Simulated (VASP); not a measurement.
# SiMo5 in VASP: single point with LDA

Aim: the single point of SiMo5 with LDA.

Everything below comes from runs of VASP 6.6.1. Logs are shortened: lines on timing, memory, paths and dates and some standing lists are left out, and cuts for length are marked.

### 1 The cell of the first run

The cell holds a slab with vacuum, 6 atoms: a = 3.111 Å, b = 3.111 Å, c = 25.223 Å, α = 90.00°, β = 90.00°, γ = 90.00°.

### 2 Single point, LDA

File INCAR:

```
SYSTEM = SiMo5
ALGO = Normal ; DIPOL = 0.5 0.5 0.495
EDIFF = 1E-7 ; ENCUT = 520
GGA = CA ; IDIPOL = 3
ISIF = 2 ; ISMEAR = 0
LASPH = .True. ; LCHARG = .False.
LDIPOL = .True. ; LREAL = .False.
LWAVE = .False. ; NBANDS = 46
NELM = 60 ; PREC = Accurate
SIGMA = 0.1
```

File KPOINTS:

```
k-points
0
Gamma
  9 9 1
  0 0 0
```

File POSCAR:

```
SiMo5
1.0
    3.1113246204      0.0000000000      0.0000000000
    0.0000000000      3.1113246204      0.0000000000
    0.0000000000      0.0000000000     25.2226492409
Mo Si
5 1
Direct
    0.5000000000      0.5000000000      0.3369986998
    0.0000000000      0.0000000000      0.3986758970
    0.5000000000      0.5000000000      0.4588466588
    0.0000000000      0.0000000000      0.5223940655
    0.5000000000      0.5000000000      0.5797569885
    0.5000000000      0.5000000000      0.6746176613
```

Potentials or basis: VASP PAW LDA potentials, release 64 (Mo_sv, Si).

The run is started by

```sh
$ cat potpaw_LDA.64/Mo_sv/POTCAR potpaw_LDA.64/Si/POTCAR > POTCAR
$ mpirun -np 1 vasp_std > vasp.out
```

OUTCAR:

```text
SYSTEM = SiMo5
   EDIFF = 1E-7
   ENCUT = 520
   GGA = CA
   ISIF = 2
   ISMEAR = 0
   LASPH = .True.
   LREAL = .False.
   NELM = 60
   PREC = Accurate

 ion  position               nearest neighbor table
   1  0.500  0.500  0.337-   2 2.69   2 2.69   2 2.69   2 2.69   3 3.07
   2  0.000  0.000  0.399-   3 2.67   3 2.67   3 2.67   3 2.67   1 2.69   1 2.69   1 2.69   1 2.69
                             4 3.12
   3  0.500  0.500  0.459-   2 2.67   2 2.67   2 2.67   2 2.67   4 2.72   4 2.72   4 2.72   4 2.72
                             5 3.05   1 3.07
   4  0.000  0.000  0.522-   5 2.63   5 2.63   5 2.63   5 2.63   3 2.72   3 2.72   3 2.72   3 2.72
                             2 3.12
   5  0.500  0.500  0.580-   6 2.39   4 2.63   4 2.63   4 2.63   4 2.63   3 3.05
   6  0.500  0.500  0.675-   5 2.39

  LATTYP: Found a simple tetragonal cell.
 ALAT       =     3.1113246204
 C/A-ratio  =     8.1067237650

  Lattice vectors:

 A1 = (   3.1113246204,   0.0000000000,   0.0000000000)
 A2 = (   0.0000000000,   3.1113246204,   0.0000000000)
 A3 = (   0.0000000000,   0.0000000000,  25.2226492409)

Analysis of symmetry for initial positions (statically):
=====================================================================
 Subroutine PRICEL returns:
 Original cell was already a primitive cell.

 Routine SETGRP: Setting up the symmetry group for a
 simple tetragonal supercell.

 Subroutine GETGRP returns: Found  8 space group operations
 (whereof  8 operations were pure point group operations)
 out of a pool of 16 trial point group operations.

The static configuration has the point symmetry C_4v.

Analysis of symmetry for dynamics (positions and initial velocities):
=====================================================================
 Subroutine PRICEL returns:
 Original cell was already a primitive cell.

 Routine SETGRP: Setting up the symmetry group for a
 simple tetragonal supercell.

 Subroutine GETGRP returns: Found  8 space group operations
 (whereof  8 operations were pure point group operations)
 out of a pool of 16 trial point group operations.

The dynamic configuration has the point symmetry C_4v.

 Subroutine INISYM returns: Found  8 space group operations
 (whereof  8 operations are pure point group operations),
 and found     1 'primitive' translations

----------------------------------------------------------------------------------------

                                     Primitive cell

  volume of cell :     244.1638

  direct lattice vectors                    reciprocal lattice vectors
     3.111324620  0.000000000  0.000000000     0.321406514  0.000000000  0.000000000
     0.000000000  3.111324620  0.000000000     0.000000000  0.321406514  0.000000000
     0.000000000  0.000000000 25.222649241     0.000000000  0.000000000  0.039646906

  length of vectors
     3.111324620  3.111324620 25.222649241     0.321406514  0.321406514  0.039646906

  position of ions in fractional coordinates (direct lattice)
     0.500000000  0.500000000  0.336998700
     0.000000000  0.000000000  0.398675897
     0.500000000  0.500000000  0.458846659
     0.000000000  0.000000000  0.522394066
     0.500000000  0.500000000  0.579756989
     0.500000000  0.500000000  0.674617661

  ion indices of the primitive-cell ions
   primitive index   ion index
                 1           1
                 2           2
                 3           3
                 4           4
                 5           5
                 6           6

----------------------------------------------------------------------------------------

 KPOINTS: k-points

Automatic generation of k-mesh.
 Grid dimensions read from file:
 generate k-points for:    9    9    1

 Generating k-lattice:

  Cartesian coordinates                     Fractional coordinates (reciprocal lattice)
     0.035711835  0.000000000  0.000000000     0.111111111  0.000000000  0.000000000
     0.000000000  0.035711835  0.000000000     0.000000000  0.111111111  0.000000000
     0.000000000  0.000000000  0.039646906     0.000000000  0.000000000  1.000000000

  Length of vectors
     0.035711835  0.035711835  0.039646906

  Shift w.r.t. Gamma in fractional coordinates (k-lattice)
     0.000000000  0.000000000  0.000000000

 Subroutine IBZKPT returns following result:
 ===========================================

 Found     15 irreducible k-points:

 Following reciprocal coordinates:
            Coordinates               Weight
  0.000000  0.000000  0.000000      1.000000
  0.111111  0.000000  0.000000      4.000000
  0.222222  0.000000  0.000000      4.000000
  0.333333  0.000000  0.000000      4.000000
  0.444444  0.000000  0.000000      4.000000
  0.111111  0.111111  0.000000      4.000000
  0.222222  0.111111  0.000000      8.000000
  0.333333  0.111111  0.000000      8.000000
  0.444444  0.111111  0.000000      8.000000
  0.222222  0.222222  0.000000      4.000000
  0.333333  0.222222  0.000000      8.000000
  0.444444  0.222222  0.000000      8.000000
  0.333333  0.333333  0.000000      4.000000
  0.444444  0.333333  0.000000      8.000000
  0.444444  0.444444  0.000000      4.000000
   k-points           NKPTS =     15   k-points in BZ     NKDIM =     15   number of bands    NBANDS=     46
   number of dos      NEDOS =    301   number of ions     NIONS =      6
   total plane-waves  NPLWV = 110592
   dimension x,y,z NGX =    24 NGY =   24 NGZ =  192
   dimension x,y,z NGXF=    48 NGYF=   48 NGZF=  384
   ions per type =               5   1
   NGX,Y,Z   is equivalent  to a cutoff of  12.82, 12.82, 12.65 a.u.
   NGXF,Y,Z  is equivalent  to a cutoff of  25.65, 25.65, 25.31 a.u.
 SYSTEM =  SiMo5
   PREC   = accura    normal or accurate (medium, high low for compatibility)
   ISTART =      0    job   : 0-new  1-cont  2-samecut
   ICHARG =      2    charge: 1-file 2-atom 10-const
   ISPIN  =      1    spin polarized calculation?
   LNONCOLLINEAR =      F non collinear calculations
   LSORBIT =      F    spin-orbit coupling
   LASPH  =      T    aspherical Exc in radial PAW
   ENCUT  =  520.0 eV  38.22 Ry    6.18 a.u.   5.79  5.79 46.90*2*pi/ulx,y,z
   NELM   =     60;   NELMIN=  2; NELMDL= -5     # of ELM steps
   EDIFF  = 0.1E-06   stopping-criterion for ELM
   LREAL  =      F    real-space projection
   EDIFFG = 0.1E-05   stopping-criterion for IOM
   NSW    =      0    number of steps for IOM
   IBRION =     -1    ionic relax: 0-MD 1-quasi-New 2-CG
   NFREE  =      0    steps in history (QN), initial steepest desc. (CG)
   ISIF   =      2    stress and relaxation
   ISYM   =      2    0-nonsym 1-usesym 2-fastsym
   POTIM  = 0.5000    time-step for ionic-motion
   TEBEG  =    0.0;   TEEND  =   0.0 temperature during run
   PSTRESS=    0.0 pullay stress
   NELECT =      74.0000    total number of electrons
   NUPDOWN=      -1.0000    fix difference up-down
   EMIN   =  10.00;   EMAX   =-10.00  energy-range for DOS
   EFERMI =   0.00;   METHOD = LEGACY
   ISMEAR =     0;   SIGMA  =   0.10  broadening in eV -4-tet -1-fermi 0-gaus
   EFERMI_NEDOS =   21; number of points for ismear=-14 and -15
   IALGO  =     38    algorithm
   IMIX   =      4    mixing-type and parameters
     AMIX     =   0.40;   BMIX     =  1.00
     AMIX_MAG =   1.60;   BMIX_MAG =  1.00
  volume/ion in A,a.u.               =      40.69       274.62
  Fermi-wavevector in a.u.,A,eV,Ry     =   1.099660  2.078055 16.452863  1.209251
  Thomas-Fermi vector in A             =   2.236058
   LORBIT       =      0    0 simple, 1 ext, 2 COOP (PROOUT), +10 PAW based schemes
   GGA     = CA    functional components
   LHFCALC =     F    Hartree Fock is set to
   AEXX    =    0.0000 exact exchange contribution
   IVDW    =     0    specifies the selected vdW correction
   LEPSILON=     F    determine dielectric tensor
   LRPA    =     F    only Hartree local field effects (RPA)
 non-spin polarized calculation
 Gauss-broadening in eV      SIGMA  =   0.10
  energy-cutoff  :      520.00
  volume of cell :      244.16
 maximum number of plane-waves:      6618
 NGX is ok and might be reduce to    24
   NGX = 11   NGY = 11   NGZ = 93

 dipolmoment           0.000000      0.000000     -0.023864 electrons x Angstroem

 number of electron      73.9999988 magnetization

 dipolmoment           0.000000      0.000000      0.047625 electrons x Angstroem

 Free energy of the ion-electron system (eV)
  ---------------------------------------------------
  ext. energy  EPLUGINS =         0.00000000
  ---------------------------------------------------
  free energy    TOTEN  =       -61.51834184 eV

  energy without entropy =      -61.48356448  energy(sigma->0) =      -61.50095316

 E-fermi :   1.6026     XC(G=0):  -6.0618

 val. band max:        1.5975131957   @ k =   0.3333   0.1111   0.0000
 cond. band min:       1.6028498387   @ k =   0.1111   0.0000   0.0000
 fundamental gap:      0.0053366429
 Fermi energy:         1.6025651865

 k-point     1 :       0.0000    0.0000    0.0000
  band No.  band energies     occupation
      1     -59.2376      2.00000
      2     -58.9836      2.00000
      3     -58.8054      2.00000
      4     -58.7406      2.00000
      5     -58.4219      2.00000
      6     -33.7030      2.00000
[... 38 lines left out ...]
     45       3.7607      0.00000
     46       4.6678      0.00000

 k-point     2 :       0.1111    0.0000    0.0000
  band No.  band energies     occupation
      1     -59.2235      2.00000
      2     -58.9771      2.00000
      3     -58.7988      2.00000
      4     -58.7473      2.00000
      5     -58.4285      2.00000
      6     -33.7420      2.00000
[... 38 lines left out ...]
     45       3.8186      0.00000
     46       4.1616      0.00000

 k-point     3 :       0.2222    0.0000    0.0000
  band No.  band energies     occupation
      1     -59.1850      2.00000
      2     -58.9606      2.00000
      3     -58.7882      2.00000
      4     -58.7592      2.00000
      5     -58.4472      2.00000
      6     -33.8748      2.00000
[... 577 lines left out ...]
     45       3.9950      0.00000
     46       4.1516      0.00000

 k-point    15 :       0.4444    0.4444    0.0000
  band No.  band energies     occupation
      1     -59.0637      2.00000
      2     -58.8997      2.00000
      3     -58.8234      2.00000
      4     -58.6894      2.00000
      5     -58.4737      2.00000
      6     -34.0728      2.00000
[... 38 lines left out ...]
     45       4.1416      0.00000
     46       4.2666      0.00000

------------------------ aborting loop because EDIFF is reached ----------------------------------------

 vacuum level on the upper side and lower side of the slab       (xc-potential included)         0.376        -0.452

  FORCE on cell =-STRESS in cart. coord.  units (eV):
  Direction    XX          YY          ZZ          XY          YZ          ZX
  --------------------------------------------------------------------------------------
  -------------------------------------------------------------------------------------
  Total       -8.0432571     -8.0432571     -1.5707697      0.0000000      0.0000000      0.0000000
  in kB      -52.7790031    -52.7790031    -10.3072249      0.0000000      0.0000000      0.0000000
  external PRESSURE =     -38.6217437 kB  Pullay stress =       0.0000000 kB

 VOLUME and BASIS-vectors are now :
 -----------------------------------------------------------------------------
  energy-cutoff  :      520.00
  volume of cell :      244.16
      direct lattice vectors                 reciprocal lattice vectors
     3.111324620  0.000000000  0.000000000     0.321406514  0.000000000  0.000000000
     0.000000000  3.111324620  0.000000000     0.000000000  0.321406514  0.000000000
     0.000000000  0.000000000 25.222649241     0.000000000  0.000000000  0.039646906

 POSITION                                       TOTAL-FORCE (eV/Angst)
 -----------------------------------------------------------------------------------
      1.55566      1.55566      8.50000         0.000000      0.000000      1.249496
      0.00000      0.00000     10.05566         0.000000      0.000000     -1.323883
      1.55566      1.55566     11.57333         0.000000      0.000000      0.004356
      0.00000      0.00000     13.17616         0.000000      0.000000     -0.004824
      1.55566      1.55566     14.62301         0.000000     -0.000000      0.040609
      1.55566      1.55566     17.01564        -0.000000     -0.000000      0.034246
 -----------------------------------------------------------------------------------
    total drift:                                0.000000     -0.000000      0.000266

  FREE ENERGIE OF THE ION-ELECTRON SYSTEM (eV)
  ---------------------------------------------------
  free  energy   TOTEN  =       -61.5183418390 eV

  energy  without entropy=      -61.4835644839  energy(sigma->0) =      -61.50095316

 vacuum level on the upper side and lower side of the slab         6.775         5.905
```

It took 6.5 min on 1 thread of Intel Xeon 8259CL, shared host; peak memory 0.33 GiB.

Results:

* Free energy: -61.5183 eV
* Largest force: 1.324 eV/Å
* Band gap on the k mesh: zero (bands 37 and 38 overlap by 0.89 eV)

Forces in eV/Å, atoms in the order of the input:
```
Mo   0.000  0.000  1.249
Mo   0.000  0.000 -1.324
Mo   0.000  0.000  0.004
Mo   0.000  0.000 -0.005
Mo   0.000  0.000  0.041
Si   0.000  0.000  0.034
```

Levels at points of the mesh, in eV from the Fermi level:
| k point | band 33 | band 34 | band 35 | band 36 | band 37 | band 38 | band 39 | band 40 | band 41 | band 42 |
| --- | --- | --- | --- | --- | --- | --- | --- | --- | --- | --- |
| (0.00, 0.00, 0.00) | -1.06 | -0.82 | -0.82 | -0.27 | -0.10 | -0.09 | -0.06 | -0.06 | 1.28 | 1.35 |
